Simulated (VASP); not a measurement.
Crystal: Mg2Sn.

```xyz
3
Lattice="0.0000 3.3695 3.3695 3.3695 0.0000 3.3695 3.3695 3.3695 0.0000" Properties=species:S:1:pos:R:3 pbc="T T T"
Mg    1.6847    1.6847    1.6847
Mg    5.0542    5.0542    5.0542
Sn    0.0000    0.0000    0.0000
```

- Program: VASP 6.6.1
- Task: relaxation of cell and atoms
- Functional: LDA
- Potentials or basis: VASP PAW LDA potentials, release 64 (Mg, Sn_d)
- Cutoff: 600 eV
- k mesh: 10 × 10 × 10
- Occupations: fermi-dirac, width 0.08 eV
- Spin: no spin polarisation

At the start: pressure -1.7 GPa; volume 25.50 Å³/atom.

Problem. How do energy, volume and symmetry change on relaxing?

Solution. Over 3 steps the energy falls by 5.4 meV/atom and the volume is 24.52 Å³/atom (-3.9 %); space group Fm-3m (No. 225, to 0.1 Å) before and after.

The path:
| step | energy change (eV) | largest force (eV/Å) | pressure (GPa) | volume (Å³) |
| --- | --- | --- | --- | --- |
| 1 | 0.0000 | 0.0000 | -1.72 | 76.51 |
| 2 | -0.0163 | 0.0000 | 0.03 | 73.52 |
| 3 | -0.0163 | 0.0000 | -0.01 | 73.56 |

Final structure:
```xyz
3
Lattice="0.0000 3.3257 3.3257 3.3257 0.0000 3.3257 3.3257 3.3257 0.0000" Properties=species:S:1:pos:R:3 pbc="T T T"
Mg    1.6628    1.6628    1.6628
Mg    4.9885    4.9885    4.9885
Sn    0.0000    0.0000    0.0000
```
